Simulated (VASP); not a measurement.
Runs of VASP 6.6.1 on CdSe (Cadmoselite). The structure is that of space group P6_3mc (No. 186), or close to it. The cells are those of the table. 

```tsv
cell	gap on the mesh (eV)	pressure (GPa)	largest force (eV/Å)
a = 4.343, b = 4.343, c = 6.882 Å, angles 90.0, 90.0, 120.0°, 4 atoms	(a)	3.2	0.07
a = 4.386, b = 4.386, c = 6.747 Å, angles 90.0, 90.0, 120.0°, 4 atoms	0.62	3.3	(b)
a = 4.300, b = 4.300, c = 7.020 Å, angles 90.0, 90.0, 120.0°, 4 atoms	0.70	3.3	0.29
a = 4.257, b = 4.257, c = 7.163 Å, angles 90.0, 90.0, 120.0°, 4 atoms	0.69	3.6	0.47
a = 4.214, b = 4.214, c = 7.309 Å, angles 90.0, 90.0, 120.0°, 4 atoms	(c)	4.1	(d)
```

Alike in all rows: task single point; level PBE; potentials or basis VASP PAW PBE potentials, release 64 (Cd, Se); no spin polarisation; k mesh 6 × 6 × 4; cutoff (eV) 520; smearing gaussian 0.05 eV.

Task: Estimate the missing entries.

Result: (a) 0.65; (b) 0.19; (c) 0.67; (d) 0.63.

A k mesh can miss the band edges, and the runs leave out spin-orbit coupling on Cd, Se.
